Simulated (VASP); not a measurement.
## InSe: single point with LDA

InSe:

```
In Se
1.0
     3.96634    0.00000    0.00000
    -1.98317    3.43495    0.00000
     0.00000    0.00000   16.45889
In Se
4 4
Direct
  0.33333 0.66667 0.33331
  0.66667 0.33333 0.83331
  0.66667 0.33333 0.66669
  0.33333 0.66667 0.16669
  0.33333 0.66667 0.58945
  0.66667 0.33333 0.08945
  0.66667 0.33333 0.41055
  0.33333 0.66667 0.91055
```

```
Program             : VASP 6.6.1
Task                : single point
Functional          : LDA
Potentials or basis : VASP PAW LDA potentials, release 64 (In_d, Se)
Cutoff              : 500 eV
k mesh              : 12 × 12 × 2
Occupations         : gaussian, width 0.01 eV
Spin                : no spin polarisation
```

The pressure is 0.1 GPa. The largest force is 0.030 eV/Å and the band gap on the k mesh is 0.30 eV.

Forces in eV/Å, atoms in the order of the input:
```
In   0.000  0.000 -0.016
In   0.000  0.000 -0.016
In   0.000  0.000  0.016
In   0.000  0.000  0.016
Se   0.000  0.000 -0.030
Se   0.000  0.000 -0.030
Se   0.000  0.000  0.030
Se   0.000  0.000  0.030
```

Levels at points of the mesh, in eV from the valence-band top:
| k point | band 35 | band 36 | band 37 | band 38 | band 39 | band 40 | band 41 | band 42 |
| --- | --- | --- | --- | --- | --- | --- | --- | --- |
| (0.00, 0.00, 0.00) | -1.21 | -1.12 | -1.12 | 0.00 | 0.30 | 1.75 | 2.03 | 2.06 |
| (0.50, 0.00, 0.00) | -2.30 | -2.20 | -2.08 | -1.46 | 1.01 | 1.03 | 1.83 | 1.96 |
| (0.00, 0.00, 0.50) | -1.16 | -1.16 | -1.02 | -1.02 | 1.23 | 1.23 | 2.05 | 2.05 |
| (0.50, 0.00, 0.50) | -2.16 | -2.16 | -1.86 | -1.86 | 1.33 | 1.33 | 1.52 | 1.52 |

Wall time 8.4 min on 1 thread of Oxide Virtual Turin-like Processor (shared host), peak memory 0.41 GiB.

Caveat: semilocal functionals underestimate gaps, and a narrow one can read as zero; spin-orbit coupling is left out, which moves the levels of the heavy elements.
